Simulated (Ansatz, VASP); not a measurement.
Two plane-wave programs on Pt

File POSCAR:

```
Pt
1.0
    0.0000000000      1.9738864712      1.9738864712
    1.9738864712      0.0000000000      1.9738864712
    1.9738864712      1.9738864712      0.0000000000
Pt
1
Direct
    0.0000000000      0.0000000000      0.0000000000
```

The input INCAR.step1:

```
SYSTEM = Pt
PREC = Accurate
ENCUT = 630
ISMEAR = -1
SIGMA = 0.05
LREAL = .FALSE.
LASPH = .TRUE.
NELM = 120
NBANDS = 15
GGA = PE
ALGO = Normal
EDIFF = 1E-5
LWAVE = .TRUE.
LCHARG = .FALSE.
GGA_COMPAT = .FALSE.
```

The input INCAR.step2:

```
SYSTEM = Pt
PREC = Accurate
ENCUT = 630
EDIFF = 1E-6
ISMEAR = -1
SIGMA = 0.05
LREAL = .FALSE.
LASPH = .TRUE.
NELM = 120
ALGO = Normal
ISIF = 2
LWAVE = .FALSE.
LCHARG = .FALSE.
METAGGA = R2SCAN
LMIXTAU = .TRUE.
NBANDS = 15
ISTART = 1
GGA_COMPAT = .FALSE.
```

The input KPOINTS:

```
regular mesh
0
G
  12 12 12
  0 0 0
```

The input input.yaml:

```yaml
crystal:
  lattice:
    - [0.0, 1.9738864712, 1.9738864712]
    - [1.9738864712, 0.0, 1.9738864712]
    - [1.9738864712, 1.9738864712, 0.0]
  atoms:
    - { symbol: Pt, position: [0.0, 0.0, 0.0] }
hamiltonian:
  xc: r2scan
  pseudopotentials: { kind: paw }
kpoints:
  mp_grid: { grid: [12, 12, 12] }
scf:
  occupations: { method: fermi_dirac, width: 0.05 }
output:
  forces: true
  stress: true
  eigenvalues: true
```

Alike in both runs: task single point; functional r2SCAN; k mesh 12 × 12 × 12; occupations fermi-dirac, width 0.05 eV; no spin polarisation.

|  | VASP | Ansatz |
| --- | --- | --- |
| version | VASP 6.6.1 | Ansatz 0.2.0 |
| potentials or method | VASP PAW PBE potentials, release 64 (Pt_sv_GW) | Ansatz PAW |
| plane-wave cutoff (eV) | 630 | 500 |
| valence electrons in the cell | 18 | 18 |

VASP gave:

| Item | Value |
| --- | --- |
| gap on the k mesh at the Fermi level (eV) | none |
| pressure (GPa) | -2.1 |

**Question.** Estimate Ansatz's values.

**Answer.** gap on the k mesh at the Fermi level (eV): none; pressure (GPa): -1.4.

VASP's potentials were made for PBE, not for r2SCAN. A gap of «none» marks a metal or a gap that the smearing closes.

Spin-orbit coupling is off throughout.
